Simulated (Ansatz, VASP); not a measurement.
# Two plane-wave programs on ZnSe

```
CELL_PARAMETERS angstrom
0.00000 3.27138 2.12640
3.27138 0.00000 2.12640
3.27138 3.27138 0.00000
ATOMIC_POSITIONS crystal
Zn 0.00000 0.00000 0.00000
Se 0.75000 0.75000 0.75000
```

Alike in both runs: task single point; functional LDA; k mesh 10 × 10 × 10; occupations gaussian, width 0.05 eV; no spin polarisation.

```csv
,VASP,Ansatz
version,VASP 6.6.1,Ansatz 0.2.0
potentials or method,"VASP PAW LDA potentials, release 64 (Zn, Se), cutoff 520 eV","scalar-relativistic, plane waves, PAW"
valence electrons in the cell,18,28
```

|  | VASP | Ansatz | Ansatz less VASP |
| --- | --- | --- | --- |
| gap on the k mesh at the Fermi level (eV) | 0.08 | 0.11 | +0.032 |
| least direct gap on the mesh (eV) | 0.08 | 0.11 | +0.032 |
| pressure (GPa) | -6.6 | -6.8 | -0.26 |
| traceless stress, the component that is largest in VASP (GPa) | 6.59 | 6.67 | +0.078 |

LDA's correlation is that of Perdew and Zunger in VASP and of Perdew and Wang (1992) in Ansatz. VASP's potentials hold 18 valence electrons a cell and Ansatz's 28, so a difference there can come from the potentials and not from the codes.
